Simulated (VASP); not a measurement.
# Sb in VASP: a series of runs

The runs below take Sb through single point, with PBE+D3(BJ), PBE+D4, PBE.

Everything below comes from runs of VASP 6.6.1. Logs are shortened: lines on timing, memory, paths and dates and some standing lists are left out, and cuts for length are marked.

### Step 1. The cell of the first run

The typed cell holds 2 atoms: a = 3.072 Å, b = 4.302 Å, c = 4.331 Å, α = 90.00°, β = 90.02°, γ = 90.00°.

This isn't the form of Sb at room conditions, which is rhombohedral.

### Step 2. Single point, PBE+D3(BJ)

Input file INCAR:

```
SYSTEM = Sb
  ALGO = Normal
  EDIFF = 1E-7
  ENCUT = 520
  GGA = PE
  ISIF = 2
  ISMEAR = -1
  IVDW = 12
  LASPH = .True.
  LCHARG = .False.
  LREAL = .False.
  LWAVE = .False.
  NBANDS = 12
  NELM = 60
  PREC = Accurate
  SIGMA = 0.05
```

Input file KPOINTS:

```
k-points
0
Gamma
  9 6 6
  0 0 0
```

Input file POSCAR:

```
Sb
1.0
    3.0718150981      0.0000000000      0.0129907048
    0.0000000000      4.3022048820      0.0000000000
   -0.0199540488      0.0000000000      4.3305948327
Sb
2
Direct
    0.0007481488      0.2500000000      0.2499401882
    0.9992518512      0.7500000000      0.7500598118
```

Potentials or basis: VASP PAW PBE potentials, release 64 (Sb).

Started as:

```sh
$ cat potpaw_PBE.64/Sb/POTCAR > POTCAR
$ mpirun -np 1 vasp_std > vasp.out
```

OUTCAR:

```text
SYSTEM = Sb
   EDIFF = 1E-7
   ENCUT = 520
   GGA = PE
   ISIF = 2
   ISMEAR = -1
   IVDW = 12
   LASPH = .True.
   LREAL = .False.
   NELM = 60
   PREC = Accurate
 IVDW          = 12

 ion  position               nearest neighbor table
   1  0.001  0.250  0.250-   2 3.05   2 3.05   2 3.05   2 3.05
   2  0.999  0.750  0.750-   1 3.05   1 3.05   1 3.05   1 3.05

  LATTYP: Found a simple monoclinic cell.
 ALAT       =     3.0718425668
 B/A-ratio  =     1.4005290924
 C/A-ratio  =     1.4097860516
 COS(beta)  =    -0.0003786854

  Lattice vectors:

 A1 = (   3.0718150981,   0.0000000000,   0.0129907048)
 A2 = (   0.0000000000,   4.3022048820,   0.0000000000)
 A3 = (  -0.0199540488,   0.0000000000,   4.3305948327)

Analysis of symmetry for initial positions (statically):
=====================================================================
 Subroutine PRICEL returns:
 Original cell was already a primitive cell.

 Routine SETGRP: Setting up the symmetry group for a
 simple monoclinic supercell.

 Subroutine GETGRP returns: Found  4 space group operations
 (whereof  2 operations were pure point group operations)
 out of a pool of  4 trial point group operations.

The static configuration has the point symmetry S_2 .
 The point group associated with its full space group is C_2h.

Analysis of symmetry for dynamics (positions and initial velocities):
=====================================================================
 Subroutine PRICEL returns:
 Original cell was already a primitive cell.

 Routine SETGRP: Setting up the symmetry group for a
 simple monoclinic supercell.

 Subroutine GETGRP returns: Found  4 space group operations
 (whereof  2 operations were pure point group operations)
 out of a pool of  4 trial point group operations.

The dynamic configuration has the point symmetry S_2 .
 The point group associated with its full space group is C_2h.

 Subroutine INISYM returns: Found  4 space group operations
 (whereof  2 operations are pure point group operations),
 and found     1 'primitive' translations

----------------------------------------------------------------------------------------

                                     Primitive cell

  volume of cell :      57.2324

  direct lattice vectors                    reciprocal lattice vectors
     3.071815098  0.000000000  0.012990705     0.325534084  0.000000000  0.001499961
     0.000000000  4.302204882  0.000000000     0.000000000  0.232438953  0.000000000
    -0.019954049  0.000000000  4.330594833    -0.000976521  0.000000000  0.230910661

  length of vectors
     3.071842567  4.302204882  4.330640804     0.325537540  0.232438953  0.230912726

  position of ions in fractional coordinates (direct lattice)
     0.000748149  0.250000000  0.249940188
     0.999251851  0.750000000  0.750059812

  ion indices of the primitive-cell ions
   primitive index   ion index
                 1           1
                 2           2

----------------------------------------------------------------------------------------

 KPOINTS: k-points

Automatic generation of k-mesh.
 Grid dimensions read from file:
 generate k-points for:    9    6    6

 Generating k-lattice:

  Cartesian coordinates                     Fractional coordinates (reciprocal lattice)
     0.036170454  0.000000000  0.000166662     0.111111111  0.000000000 -0.000000000
     0.000000000  0.038739826  0.000000000     0.000000000  0.166666667  0.000000000
    -0.000162754  0.000000000  0.038485110     0.000000000  0.000000000  0.166666667

  Length of vectors
     0.036170838  0.038739826  0.038485454

  Shift w.r.t. Gamma in fractional coordinates (k-lattice)
     0.000000000  0.000000000  0.000000000

 Subroutine IBZKPT returns following result:
 ===========================================

 Found    112 irreducible k-points:

 Following reciprocal coordinates:
            Coordinates               Weight
  0.000000  0.000000  0.000000      1.000000
  0.111111  0.000000  0.000000      2.000000
  0.222222  0.000000  0.000000      2.000000
  0.333333  0.000000  0.000000      2.000000
  0.444444  0.000000  0.000000      2.000000
  0.000000  0.166667  0.000000      2.000000
[... 16 lines left out ...]
  0.222222  0.000000  0.166667      2.000000
  0.333333  0.000000  0.166667      2.000000
 [... further k-points ...]
   k-points           NKPTS =    112   k-points in BZ     NKDIM =    112   number of bands    NBANDS=     12
   number of dos      NEDOS =    301   number of ions     NIONS =      2
   total plane-waves  NPLWV =  24576
   dimension x,y,z NGX =    24 NGY =   32 NGZ =   32
   dimension x,y,z NGXF=    48 NGYF=   64 NGZF=   64
   ions per type =               2
   NGX,Y,Z   is equivalent  to a cutoff of  12.99, 12.37, 12.28 a.u.
   NGXF,Y,Z  is equivalent  to a cutoff of  25.98, 24.73, 24.57 a.u.
 SYSTEM =  Sb
   PREC   = accura    normal or accurate (medium, high low for compatibility)
   ISTART =      0    job   : 0-new  1-cont  2-samecut
   ICHARG =      2    charge: 1-file 2-atom 10-const
   ISPIN  =      1    spin polarized calculation?
   LNONCOLLINEAR =      F non collinear calculations
   LSORBIT =      F    spin-orbit coupling
   LASPH  =      T    aspherical Exc in radial PAW
   ENCUT  =  520.0 eV  38.22 Ry    6.18 a.u.   5.71  8.00  8.05*2*pi/ulx,y,z
   NELM   =     60;   NELMIN=  2; NELMDL= -5     # of ELM steps
   EDIFF  = 0.1E-06   stopping-criterion for ELM
   LREAL  =      F    real-space projection
   EDIFFG = 0.1E-05   stopping-criterion for IOM
   NSW    =      0    number of steps for IOM
   IBRION =     -1    ionic relax: 0-MD 1-quasi-New 2-CG
   NFREE  =      0    steps in history (QN), initial steepest desc. (CG)
   ISIF   =      2    stress and relaxation
   ISYM   =      2    0-nonsym 1-usesym 2-fastsym
   POTIM  = 0.5000    time-step for ionic-motion
   TEBEG  =    0.0;   TEEND  =   0.0 temperature during run
   PSTRESS=    0.0 pullay stress
   NELECT =      10.0000    total number of electrons
   NUPDOWN=      -1.0000    fix difference up-down
   EMIN   =  10.00;   EMAX   =-10.00  energy-range for DOS
   EFERMI =   0.00;   METHOD = LEGACY
   ISMEAR =    -1;   SIGMA  =   0.05  broadening in eV -4-tet -1-fermi 0-gaus
   EFERMI_NEDOS =   21; number of points for ismear=-14 and -15
   IALGO  =     38    algorithm
   IMIX   =      4    mixing-type and parameters
     AMIX     =   0.40;   BMIX     =  1.00
     AMIX_MAG =   1.60;   BMIX_MAG =  1.00
  volume/ion in A,a.u.               =      28.62       193.11
  Fermi-wavevector in a.u.,A,eV,Ry     =   0.915224  1.729523 11.396718  0.837635
  Thomas-Fermi vector in A             =   2.039941
   LORBIT       =      0    0 simple, 1 ext, 2 COOP (PROOUT), +10 PAW based schemes
   GGA     = PE    functional components
   LHFCALC =     F    Hartree Fock is set to
   AEXX    =    0.0000 exact exchange contribution
   IVDW    =    12    specifies the selected vdW correction
   LEPSILON=     F    determine dielectric tensor
   LRPA    =     F    only Hartree local field effects (RPA)
 non-spin polarized calculation
  energy-cutoff  :      520.00
  volume of cell :       57.23
 maximum number of plane-waves:      1584
   NGX = 11   NGY = 15   NGZ = 17

 number of electron      10.0000000 magnetization

 number of electron       9.9999998 magnetization

 Free energy of the ion-electron system (eV)
  ---------------------------------------------------
  ext. energy  EPLUGINS =         0.00000000
  ---------------------------------------------------
  free energy    TOTEN  =        -8.14907967 eV

  energy without entropy =       -8.13716117  energy(sigma->0) =       -8.14312042

 E-fermi :   7.8122     XC(G=0):  -9.8059

 val. band max:        7.7186675896   @ k =   0.0000   0.1667   0.3333
 cond. band min:       7.8327534511   @ k =  -0.1111   0.3333   0.1667
 fundamental gap:      0.1140858615
 Fermi energy:         7.8122208640

 k-point     1 :       0.0000    0.0000    0.0000
  band No.  band energies     occupation
      1      -5.0497      2.00000
      2       0.3408      2.00000
      3       3.9141      2.00000
      4       3.9939      2.00000
      5       9.7043      0.00000
      6      10.9118      0.00000
      7      11.0868      0.00000
      8      11.1170      0.00000
      9      14.5753      0.00000
     10      14.6703      0.00000
     11      15.3138      0.00000
     12      16.1883      0.00000

 k-point     2 :       0.1111    0.0000    0.0000
  band No.  band energies     occupation
      1      -4.8659      2.00000
      2       0.5322      2.00000
      3       4.0851      2.00000
      4       4.1650      2.00000
      5       8.9821      0.00000
      6       9.8760      0.00000
      7      11.2691      0.00000
      8      11.2993      0.00000
      9      13.7060      0.00000
     10      14.8127      0.00000
     11      15.6165      0.00000
     12      17.4661      0.00000

 k-point     3 :       0.2222    0.0000    0.0000
  band No.  band energies     occupation
      1      -4.3279      2.00000
      2       1.1045      2.00000
      3       4.5671      2.00000
      4       4.6469      2.00000
      5       6.1836      2.00000
      6      10.3861      0.00000
      7      10.9641      0.00000
      8      11.7813      0.00000
      9      11.8116      0.00000
     10      15.2340      0.00000
     11      15.8269      0.00000
     12      15.9087      0.00000

 k-point     4 :       0.3333    0.0000    0.0000
  band No.  band energies     occupation
      1      -3.5041      2.00000
      2       2.0353      2.00000
      3       3.7256      2.00000
      4       5.2398      2.00000
      5       5.3195      2.00000
      6       8.3656      0.00003
      7      11.2079      0.00000
      8      12.4946      0.00000
      9      12.5251      0.00000
     10      13.8220      0.00000
     11      13.9068      0.00000
     12      15.9007      0.00000

 k-point     5 :       0.4444    0.0000    0.0000
  band No.  band energies     occupation
      1      -2.6838      2.00000
      2       2.0635      2.00000
      3       3.1287      2.00000
      4       5.8035      2.00000
      5       5.8827      2.00000
      6       6.3941      2.00000
      7      12.1741      0.00000
      8      12.5855      0.00000
      9      12.6720      0.00000
     10      13.0935      0.00000
     11      13.1244      0.00000
     12      14.8294      0.00000
[... 228 lines left out ...]
      1      -4.8391      2.00000
      2      -0.4430      2.00000
      3       4.2531      2.00000
      4       4.4851      2.00000
      5       9.8257      0.00000
      6      10.0522      0.00000
      7      10.5517      0.00000
      8      11.1223      0.00000
      9      14.8644      0.00000
     10      14.9958      0.00000
     11      16.2079      0.00000
     12      17.3491      0.00000

 k-point    22 :       0.1111    0.0000    0.1667
  band No.  band energies     occupation
      1      -4.6551      2.00000
      2      -0.2551      2.00000
      3       4.4247      2.00000
      4       4.6593      2.00000
      5       9.1683      0.00000
      6      10.0025      0.00000
      7      10.2678      0.00000
      8      10.7184      0.00000
      9      13.1811      0.00000
     10      16.3528      0.00000
     11      16.6910      0.00000
     12      17.9117      0.00000

 k-point    23 :       0.2222    0.0000    0.1667
  band No.  band energies     occupation
      1      -4.1168      2.00000
      2       0.3030      2.00000
      3       4.9082      2.00000
      4       5.1526      2.00000
      5       6.3838      2.00000
      6      10.4197      0.00000
      7      10.5045      0.00000
      8      10.7831      0.00000
      9      11.2414      0.00000
     10      15.8871      0.00000
     11      16.0995      0.00000
     12      16.7703      0.00000

 k-point    24 :       0.3333    0.0000    0.1667
  band No.  band energies     occupation
      1      -3.2922      2.00000
      2       1.1889      2.00000
      3       3.9273      2.00000
      4       5.5840      2.00000
      5       5.8358      2.00000
      6       7.9362      0.15471
      7      11.2182      0.00000
      8      11.5544      0.00000
      9      11.9894      0.00000
     10      13.8258      0.00000
     11      14.0972      0.00000
     12      17.3736      0.00000

 [... further k-points ...]

------------------------ aborting loop because EDIFF is reached ----------------------------------------

 Edisp (eV)   -0.99907

 E8    (eV) :    -0.4659

  FORCE on cell =-STRESS in cart. coord.  units (eV):
  Direction    XX          YY          ZZ          XY          YZ          ZX
  --------------------------------------------------------------------------------------
  -------------------------------------------------------------------------------------
  Total       0.00713    -0.00032    -0.00188     0.00000     0.00000     0.00212
  in kB       0.19952    -0.00902    -0.05251     0.00000     0.00000     0.05939
  external pressure =        0.05 kB  Pullay stress =        0.00 kB

 VOLUME and BASIS-vectors are now :
 -----------------------------------------------------------------------------
  energy-cutoff  :      520.00
  volume of cell :       57.23
      direct lattice vectors                 reciprocal lattice vectors
     3.071815098  0.000000000  0.012990705     0.325534084  0.000000000  0.001499961
     0.000000000  4.302204882  0.000000000     0.000000000  0.232438953  0.000000000
    -0.019954049  0.000000000  4.330594833    -0.000976521  0.000000000  0.230910661

 POSITION                                       TOTAL-FORCE (eV/Angst)
 -----------------------------------------------------------------------------------
     -0.00269      1.07555      1.08240        -0.001666      0.000000      0.001193
      3.05455      3.22665      3.26119         0.001666      0.000000     -0.001193
 -----------------------------------------------------------------------------------
    total drift:                               -0.000000     -0.000000     -0.000000

  FREE ENERGIE OF THE ION-ELECTRON SYSTEM (eV)
  ---------------------------------------------------
  free  energy   TOTEN  =        -9.1481501348 eV

  energy  without entropy=       -9.1362316414  energy(sigma->0) =       -9.14219089
```

Wall time 20 s (1 thread of AMD EPYC 9R45 (Zen 5), shared host); peak memory 0.18 GiB.

Results:

```yaml
Free_energy: -9.1482 eV
Pressure: 0.0 GPa
Band_gap_on_the_k_mesh: zero (bands 5 and 6 overlap by 8.81 eV)
Dispersion_energy_per_atom: -0.500 eV
```

Forces on the atoms (eV/Å):
```
Sb  -0.002  0.000  0.001
Sb   0.002  0.000 -0.001
```

Caveat: spin-orbit coupling is left out, which moves the levels of the heavy elements.

### Step 3. Single point, PBE+D3(BJ)

This run uses another cell than the first one, of 28.75 Å³/atom.

Input file INCAR:

```
SYSTEM = Sb
  ALGO = Normal
  EDIFF = 1E-6
  ENCUT = 520
  GGA = PE
  ISIF = 2
  ISMEAR = -1
  IVDW = 12
  LASPH = .True.
  LCHARG = .True.
  LELF = .True.
  LREAL = .False.
  LVHAR = .True.
  LWAVE = .False.
  NBANDS = 12
  NELM = 60
  PREC = Accurate
  SIGMA = 0.05
```

KPOINTS is that of step 2.

Input file POSCAR:

```
Sb
1.0
    3.0775620221      0.0000000000      0.0129077955
    0.0000000000      4.3042479638      0.0000000000
   -0.0201426624      0.0000000000      4.3401309618
Sb
2
Direct
    0.0003117683      0.2500000000      0.2499322467
    0.9996882317      0.7500000000      0.7500677533
```

Potentials or basis: VASP PAW PBE potentials, release 64 (Sb).

Started as:

```sh
$ cat potpaw_PBE.64/Sb/POTCAR > POTCAR
$ mpirun -np 1 vasp_std > vasp.out
```

Run time: 20 s. Hardware: 1 thread of AMD EPYC 9R45 (Zen 5), shared host; peak memory 0.18 GiB.

It converged, with:

| Quantity | Value |
| --- | --- |
| Free energy | -9.1479 eV |
| Pressure | -0.3 GPa |
| Band gap on the k mesh | zero (bands 5 and 6 overlap by 8.76 eV) |
| Dispersion energy per atom | -0.497 eV |

Levels at points of the mesh, in eV from the Fermi level:
```tsv
k point	band 1	band 2	band 3	band 4	band 5	band 6	band 7	band 8	band 9	band 10
(0.00, 0.00, 0.00)	-12.82	-7.47	-3.88	-3.78	1.91	3.08	3.27	3.30	6.76	6.86
(0.00, 0.50, 0.00)	-10.96	-10.96	-1.59	-1.59	-1.08	-1.08	4.86	4.86	8.08	8.08
(0.00, 0.00, 0.50)	-10.99	-10.98	-1.53	-1.52	-1.00	-1.00	4.84	4.84	7.90	7.90
(0.00, 0.50, 0.50)	-10.24	-10.24	-5.99	-5.99	5.23	5.23	5.44	5.44	8.95	8.95
```

Caveat: three body term missing; spin-orbit coupling is left out, which moves the levels of the heavy elements.

### Step 4. Single point, PBE+D4

Input file INCAR:

```
SYSTEM = Sb
  ALGO = Normal
  EDIFF = 1E-7
  ENCUT = 520
  GGA = PE
  ISIF = 2
  ISMEAR = -1
  IVDW = 13
  LASPH = .True.
  LCHARG = .False.
  LREAL = .False.
  LWAVE = .False.
  NBANDS = 12
  NELM = 60
  PREC = Accurate
  SIGMA = 0.05
```

KPOINTS is that of step 3.

Input file POSCAR:

```
Sb
1.0
    3.0714060435      0.0000000000      0.0130069457
    0.0000000000      4.3022430455      0.0000000000
   -0.0199260340      0.0000000000      4.3297840372
Sb
2
Direct
    0.0008466751      0.2500000000      0.2499441769
    0.9991533249      0.7500000000      0.7500558231
```

Started as:

```sh
$ cat potpaw_PBE.64/Sb/POTCAR > POTCAR
$ mpirun -np 1 vasp_std > vasp.out
```

It took 19 s on 1 thread of AMD EPYC 9R45 (Zen 5), shared host; peak memory 0.18 GiB.

Results (log left out):

```yaml
Free_energy: -9.2239 eV
Pressure: 0.0 GPa
Band_gap_on_the_k_mesh: zero (bands 5 and 6 overlap by 8.82 eV)
Dispersion_energy_per_atom: -0.538 eV
```

Forces on the atoms (eV/Å):
```
Sb  -0.002  0.000  0.001
Sb   0.002  0.000 -0.001
```

Levels at points of the mesh, in eV from the Fermi level:
```csv
k point,band 3,band 4,band 5,band 6,band 7,band 8
"(0.00, 0.00, 0.00)",-3.90,-3.82,1.89,3.10,3.28,3.30
"(0.00, 0.50, 0.00)",-1.60,-1.60,-1.08,-1.08,4.89,4.89
"(0.00, 0.00, 0.50)",-1.55,-1.55,-1.02,-1.01,4.87,4.88
"(0.00, 0.50, 0.50)",-6.02,-6.02,5.27,5.27,5.46,5.46
```

Caveat: spin-orbit coupling is left out, which moves the levels of the heavy elements.

### Step 5. Single point, PBE

This run uses another cell than the first one, of 30.06 Å³/atom.

Input file INCAR:

```
  PREC = Accurate
  ENCUT = 520
  EDIFF = 1E-6
  ISMEAR = -1
  SIGMA = 0.05
  LREAL = False
  LASPH = True
  NELM = 100
  ALGO = Normal
  ISIF = 2
  LWAVE = False
  LCHARG = True
  GGA = PE
  LELF = True
  LVHAR = True
  NBANDS = 12
```

Input file KPOINTS:

```
Automatic mesh
0
Gamma
  9 6 6
```

Input file POSCAR:

```
Sb
1.0
    3.1348568363      0.0000000000      0.0140580050
    0.0000000000      4.3791971743      0.0000000000
   -0.0192337388      0.0000000000      4.3795429031
Sb
2
Direct
    0.0000950519      0.2500000000      0.2500285043
    0.9999049481      0.7500000000      0.7499714957
```

Started as:

```sh
$ cat potpaw_PBE.64/Sb/POTCAR > POTCAR
$ mpirun -np 1 vasp_std > vasp.out
```

Run time: 23 s. Hardware: 1 thread of AMD EPYC 9R45 (Zen 5), shared host; peak memory 0.19 GiB.

The run converged. Its results:

| Property | Result |
| --- | --- |
| Free energy | -8.1735 eV |
| Pressure | 0.0 GPa |
| Band gap on the k mesh | zero (bands 5 and 6 overlap by 8.22 eV) |

Levels at points of the mesh, in eV from the Fermi level:
```csv
k point,band 3,band 4,band 5,band 6,band 7,band 8
"(0.00, 0.00, 0.00)",-3.61,-3.61,2.10,2.89,3.23,3.23
"(0.00, 0.50, 0.00)",-1.41,-1.41,-0.96,-0.96,4.56,4.56
"(0.00, 0.00, 0.50)",-1.41,-1.41,-0.96,-0.96,4.56,4.56
"(0.00, 0.50, 0.50)",-5.66,-5.66,4.91,4.91,5.26,5.26
```

Caveat: spin-orbit coupling is left out, which moves the levels of the heavy elements.

### Step 6. Summary

```tsv
level	cell	gap on the mesh (eV)	pressure (GPa)
PBE+D3(BJ)	a = 3.072, b = 4.302, c = 4.331 Å, 2 atoms	none	0.0
PBE+D3(BJ)	a = 3.078, b = 4.304, c = 4.340 Å, 2 atoms	none	-0.3
PBE+D4	a = 3.071, b = 4.302, c = 4.330 Å, 2 atoms	none	0.0
PBE	a = 3.135, b = 4.379, c = 4.380 Å, 2 atoms	none	0.0
```

Alike in all rows: task single point; potentials or basis VASP PAW PBE potentials, release 64 (Sb); no spin polarisation; k mesh 9 × 6 × 6; cutoff (eV) 520; smearing fermi-dirac 0.05 eV.

Caveats: spin-orbit coupling is left out, which moves the levels of the heavy elements; three body term missing (at least some runs).

Absolute energies hang on the potentials; compare differences alone.
